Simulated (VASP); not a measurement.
# Ru (Pm-3m) in VASP: relaxation of cell and atoms with LDA

Aim: the relaxation of cell and atoms of Ru with LDA.

Everything below comes from runs of VASP 6.6.1. Logs are shortened: lines on timing, memory, paths and dates and some standing lists are left out, and cuts for length are marked.

## 1. The cell of the first run

The structure is cubic, space group Pm-3m (No. 221). Conventional cell: a = 2.418 Å, b = 2.418 Å, c = 2.418 Å, α = 90.00°, β = 90.00°, γ = 90.00°. Ru (site symmetry m-3m) has 6 Ru at 2.42 Å within 3.2 Å.

## 2. Relaxation of cell and atoms, LDA

INCAR

```
SYSTEM = Ru
PREC = Accurate
ENCUT = 600
EDIFF = 1E-6
ISMEAR = -1
SIGMA = 0.1
LREAL = .False.
LASPH = .True.
NELM = 60
ALGO = Normal
ISIF = 3
LWAVE = .False.
LCHARG = .False.
GGA = CA
IBRION = 2
NSW = 60
EDIFFG = -0.005
```

KPOINTS

```
regular mesh
0
Gamma
  17 17 17
  0 0 0
```

POSCAR

```
Ru
1.0
    2.4178666626      0.0000000000      0.0000000000
    0.0000000000      2.4178666626      0.0000000000
    0.0000000000      0.0000000000      2.4178666626
Ru
1
Direct
    0.0000000000      0.0000000000      0.0000000000
```

Potentials or basis: VASP PAW LDA potentials, release 64 (Ru_pv).

Started as:

```console
$ cat potpaw_LDA.64/Ru_pv/POTCAR > POTCAR
$ mpirun -np 1 vasp_std > vasp.out
```

OUTCAR:

```text
SYSTEM = Ru
   PREC = Accurate
   ENCUT = 600
   EDIFF = 1E-6
   ISMEAR = -1
   LREAL = .False.
   LASPH = .True.
   NELM = 60
   ISIF = 3
   GGA = CA
   IBRION = 2
   NSW = 60
   EDIFFG = -0.005

 ion  position               nearest neighbor table
   1  0.000  0.000  0.000-

  LATTYP: Found a simple cubic cell.
 ALAT       =     2.4178666626

  Lattice vectors:

 A1 = (   2.4178666626,   0.0000000000,   0.0000000000)
 A2 = (   0.0000000000,   2.4178666626,   0.0000000000)
 A3 = (   0.0000000000,   0.0000000000,   2.4178666626)

Analysis of symmetry for initial positions (statically):
=====================================================================
 Subroutine PRICEL returns:
 Original cell was already a primitive cell.

 Routine SETGRP: Setting up the symmetry group for a
 simple cubic supercell.

 Subroutine GETGRP returns: Found 48 space group operations
 (whereof 48 operations were pure point group operations)
 out of a pool of 48 trial point group operations.

The static configuration has the point symmetry O_h .

Analysis of symmetry for dynamics (positions and initial velocities):
=====================================================================
 Subroutine PRICEL returns:
 Original cell was already a primitive cell.

 Routine SETGRP: Setting up the symmetry group for a
 simple cubic supercell.

 Subroutine GETGRP returns: Found 48 space group operations
 (whereof 48 operations were pure point group operations)
 out of a pool of 48 trial point group operations.

The dynamic configuration has the point symmetry O_h .

 Subroutine INISYM returns: Found 48 space group operations
 (whereof 48 operations are pure point group operations),
 and found     1 'primitive' translations

----------------------------------------------------------------------------------------

                                     Primitive cell

  volume of cell :      14.1350

  direct lattice vectors                    reciprocal lattice vectors
     2.417866663  0.000000000  0.000000000     0.413587736  0.000000000  0.000000000
     0.000000000  2.417866663  0.000000000     0.000000000  0.413587736  0.000000000
     0.000000000  0.000000000  2.417866663     0.000000000  0.000000000  0.413587736

  length of vectors
     2.417866663  2.417866663  2.417866663     0.413587736  0.413587736  0.413587736

  position of ions in fractional coordinates (direct lattice)
     0.000000000  0.000000000  0.000000000

  ion indices of the primitive-cell ions
   primitive index   ion index
                 1           1

----------------------------------------------------------------------------------------

 KPOINTS: regular mesh

Automatic generation of k-mesh.
 Grid dimensions read from file:
 generate k-points for:   17   17   17

 Generating k-lattice:

  Cartesian coordinates                     Fractional coordinates (reciprocal lattice)
     0.024328690  0.000000000  0.000000000     0.058823529  0.000000000  0.000000000
     0.000000000  0.024328690  0.000000000     0.000000000  0.058823529  0.000000000
     0.000000000  0.000000000  0.024328690     0.000000000  0.000000000  0.058823529

  Length of vectors
     0.024328690  0.024328690  0.024328690

  Shift w.r.t. Gamma in fractional coordinates (k-lattice)
     0.000000000  0.000000000  0.000000000

 Subroutine IBZKPT returns following result:
 ===========================================

 Found    165 irreducible k-points:

 Following reciprocal coordinates:
            Coordinates               Weight
  0.000000  0.000000  0.000000      1.000000
  0.058824  0.000000  0.000000      6.000000
  0.117647  0.000000  0.000000      6.000000
  0.176471  0.000000  0.000000      6.000000
  0.235294  0.000000  0.000000      6.000000
  0.294118  0.000000  0.000000      6.000000
[... 16 lines left out ...]
  0.411765  0.117647  0.000000     24.000000
  0.470588  0.117647  0.000000     24.000000
 [... further k-points ...]
   k-points           NKPTS =    165   k-points in BZ     NKDIM =    165   number of bands    NBANDS=     11
   number of dos      NEDOS =    301   number of ions     NIONS =      1
   total plane-waves  NPLWV =   8000
   dimension x,y,z NGX =    20 NGY =   20 NGZ =   20
   dimension x,y,z NGXF=    40 NGYF=   40 NGZF=   40
   ions per type =               1
   NGX,Y,Z   is equivalent  to a cutoff of  13.75, 13.75, 13.75 a.u.
   NGXF,Y,Z  is equivalent  to a cutoff of  27.50, 27.50, 27.50 a.u.
 SYSTEM =  Ru
   PREC   = accura    normal or accurate (medium, high low for compatibility)
   ISTART =      0    job   : 0-new  1-cont  2-samecut
   ICHARG =      2    charge: 1-file 2-atom 10-const
   ISPIN  =      1    spin polarized calculation?
   LNONCOLLINEAR =      F non collinear calculations
   LSORBIT =      F    spin-orbit coupling
   LASPH  =      T    aspherical Exc in radial PAW
   ENCUT  =  600.0 eV  44.10 Ry    6.64 a.u.   4.83  4.83  4.83*2*pi/ulx,y,z
   NELM   =     60;   NELMIN=  2; NELMDL= -5     # of ELM steps
   EDIFF  = 0.1E-05   stopping-criterion for ELM
   LREAL  =      F    real-space projection
   EDIFFG = -.5E-02   stopping-criterion for IOM
   NSW    =     60    number of steps for IOM
   IBRION =      2    ionic relax: 0-MD 1-quasi-New 2-CG
   NFREE  =      1    steps in history (QN), initial steepest desc. (CG)
   ISIF   =      3    stress and relaxation
   ISYM   =      2    0-nonsym 1-usesym 2-fastsym
   POTIM  = 0.5000    time-step for ionic-motion
   TEBEG  =    0.0;   TEEND  =   0.0 temperature during run
   PSTRESS=    0.0 pullay stress
   NELECT =      14.0000    total number of electrons
   NUPDOWN=      -1.0000    fix difference up-down
   EMIN   =  10.00;   EMAX   =-10.00  energy-range for DOS
   EFERMI =   0.00;   METHOD = LEGACY
   ISMEAR =    -1;   SIGMA  =   0.10  broadening in eV -4-tet -1-fermi 0-gaus
   EFERMI_NEDOS =   21; number of points for ismear=-14 and -15
   IALGO  =     38    algorithm
   IMIX   =      4    mixing-type and parameters
     AMIX     =   0.40;   BMIX     =  1.00
     AMIX_MAG =   1.60;   BMIX_MAG =  1.00
  volume/ion in A,a.u.               =      14.14        95.39
  Fermi-wavevector in a.u.,A,eV,Ry     =   1.631869  3.083784 36.232244  2.662995
  Thomas-Fermi vector in A             =   2.723933
   LORBIT       =      0    0 simple, 1 ext, 2 COOP (PROOUT), +10 PAW based schemes
   GGA     = CA    functional components
   LHFCALC =     F    Hartree Fock is set to
   AEXX    =    0.0000 exact exchange contribution
   IVDW    =     0    specifies the selected vdW correction
   LEPSILON=     F    determine dielectric tensor
   LRPA    =     F    only Hartree local field effects (RPA)
 conjugate gradient relaxation of ions
 non-spin polarized calculation
  energy-cutoff  :      600.00
  volume of cell :       14.14
 maximum number of plane-waves:       480
 NGX is ok and might be reduce to    20
   NGX =  9   NGY =  9   NGZ =  9

--------------------------------------- Ionic step        1  -------------------------------------------

 number of electron      14.0000004 magnetization

 Free energy of the ion-electron system (eV)
  ---------------------------------------------------
  ext. energy  EPLUGINS =         0.00000000
  ---------------------------------------------------
  free energy    TOTEN  =        -9.44584145 eV

  energy without entropy =       -9.40246858  energy(sigma->0) =       -9.42415502

------------------------ aborting loop because EDIFF is reached ----------------------------------------

  FORCE on cell =-STRESS in cart. coord.  units (eV):
  Direction    XX          YY          ZZ          XY          YZ          ZX
  --------------------------------------------------------------------------------------
  -------------------------------------------------------------------------------------
  Total        1.6148012      1.6148012      1.6148012     -0.0000000      0.0000000     -0.0000000
  in kB      183.0343540    183.0343540    183.0343540     -0.0000000      0.0000000     -0.0000000
  external PRESSURE =     183.0343540 kB  Pullay stress =       0.0000000 kB
[... 20 lines left out ...]
  energy  without entropy=       -9.4024685830  energy(sigma->0) =       -9.42415502

--------------------------------------- Ionic step        2  -------------------------------------------

 number of electron      13.9999993 magnetization

 E-fermi :   8.5852     XC(G=0): -12.6644

 val. band max:        8.5801157747   @ k =   0.3529   0.2941   0.1176
 cond. band min:       8.5857391686   @ k =   0.2941   0.1765   0.1765
 fundamental gap:      0.0056233939
 Fermi energy:         8.5852171350

 k-point     1 :       0.0000    0.0000    0.0000
  band No.  band energies     occupation
      1     -33.5473      2.00000
      2     -33.5473      2.00000
      3     -33.5473      2.00000
      4       2.0709      2.00000
      5       4.0178      2.00000
      6       4.0178      2.00000
      7       9.9494      0.00000
      8       9.9494      0.00000
      9       9.9494      0.00000
     10      19.1725      0.00000
     11      24.2952      0.00000
[... 385 lines left out ...]
  FREE ENERGIE OF THE ION-ELECTRON SYSTEM (eV)
  ---------------------------------------------------
  free  energy   TOTEN  =        -9.4932291458 eV

  energy  without entropy=       -9.4453065434  energy(sigma->0) =       -9.46926784

[... ionic steps 4 to 13 ...]

--------------------------------------- Ionic step       14  -------------------------------------------

 number of electron      13.9999996 magnetization

------------------------ aborting loop because EDIFF is reached ----------------------------------------

  FORCE on cell =-STRESS in cart. coord.  units (eV):
  Direction    XX          YY          ZZ          XY          YZ          ZX
  --------------------------------------------------------------------------------------
  -------------------------------------------------------------------------------------
  Total        0.0147097      0.0147097      0.0147097     -0.0000000     -0.0000000      0.0000000
  in kB        1.5703154      1.5703154      1.5703154     -0.0000000     -0.0000000      0.0000000
  external PRESSURE =       1.5703154 kB  Pullay stress =       0.0000000 kB
[... 55 lines left out ...]
  energy  without entropy=       -9.4458198967  energy(sigma->0) =       -9.46962111

--------------------------------------- Ionic step       16  -------------------------------------------

 number of electron      13.9999996 magnetization

 Free energy of the ion-electron system (eV)
  ---------------------------------------------------
  ext. energy  EPLUGINS =         0.00000000
  ---------------------------------------------------
  free energy    TOTEN  =        -9.49342404 eV

  energy without entropy =       -9.44579797  energy(sigma->0) =       -9.46961100

 E-fermi :  11.2018     XC(G=0): -13.6122

 val. band max:       11.1988815709   @ k =   0.3529   0.2941   0.1176
 cond. band min:      11.2059412971   @ k =   0.2941   0.2353   0.0000
 fundamental gap:      0.0070597262
 Fermi energy:        11.2017573721

 k-point     1 :       0.0000    0.0000    0.0000
  band No.  band energies     occupation
      1     -31.0282      2.00000
      2     -31.0282      2.00000
      3     -31.0282      2.00000
      4       3.7143      2.00000
      5       5.4554      2.00000
      6       5.4554      2.00000
      7      12.9791      0.00000
      8      12.9791      0.00000
      9      12.9791      0.00000
     10      21.6113      0.00000
     11      28.1398      0.00000
[... 350 lines left out ...]
  FREE ENERGIE OF THE ION-ELECTRON SYSTEM (eV)
  ---------------------------------------------------
  free  energy   TOTEN  =        -9.4934240414 eV

  energy  without entropy=       -9.4457979658  energy(sigma->0) =       -9.46961100

 reached required accuracy - stopping structural energy minimisation
```

Run time: 79 s. Hardware: 1 thread of Intel Xeon Platinum 8259CL at 2.50GHz (Skylake/Cascade Lake), shared host; peak memory 0.15 GiB.

What came out:

```
Free energy                            : -9.4934 eV
Relaxed volume                         : 15.02 Å³/atom
Relaxed cell                           : a = 2.467 Å, b = 2.467 Å, c = 2.467 Å, α = 90.00°, β = 90.00°, γ = 90.00°
Space group after relaxing (to 0.05 Å) : Pm-3m (No. 221)
Energy gained by relaxing              : 47.6 meV/atom
Ionic steps                            : 16
Pressure after relaxing                : 0.0 GPa
Band gap on the k mesh                 : zero (band 7 reaches 15.07 eV, above the bottom of band 8 at 10.11 eV)
```

Step by step:
| step | energy change (eV) | largest force (eV/Å) | pressure (GPa) | volume (Å³) |
| --- | --- | --- | --- | --- |
| 1 | 0.0000 | 0.0000 | 18.30 | 14.14 |
| 2 | 0.2388 | 0.0000 | -29.10 | 17.70 |
| 3 | -0.0474 | 0.0000 | -1.04 | 15.08 |
| 4 | -0.0476 | 0.0000 | -0.09 | 15.02 |
| 5 | -0.0476 | 0.0000 | 0.23 | 15.00 |
| 6 | -0.0476 | 0.0000 | 0.25 | 15.00 |
| 7 | -0.0476 | 0.0000 | 0.20 | 15.01 |
| 8 | -0.0476 | 0.0000 | 0.19 | 15.01 |
| 9 | -0.0476 | 0.0000 | 0.19 | 15.01 |
| 10 | -0.0476 | 0.0000 | 0.19 | 15.01 |
| 11 | -0.0476 | 0.0000 | 0.20 | 15.01 |
| 12 | -0.0476 | 0.0000 | 0.20 | 15.01 |
| 13 | -0.0476 | 0.0000 | 0.21 | 15.01 |
| 14 | -0.0476 | 0.0000 | 0.16 | 15.01 |
| 15 | -0.0476 | 0.0000 | 0.12 | 15.01 |
| 16 | -0.0476 | 0.0000 | 0.04 | 15.02 |

Final structure:
```
Ru
1.0
     2.46707    0.00000    0.00000
     0.00000    2.46707    0.00000
     0.00000    0.00000    2.46707
Ru
1
Direct
  0.00000 0.00000 0.00000
```
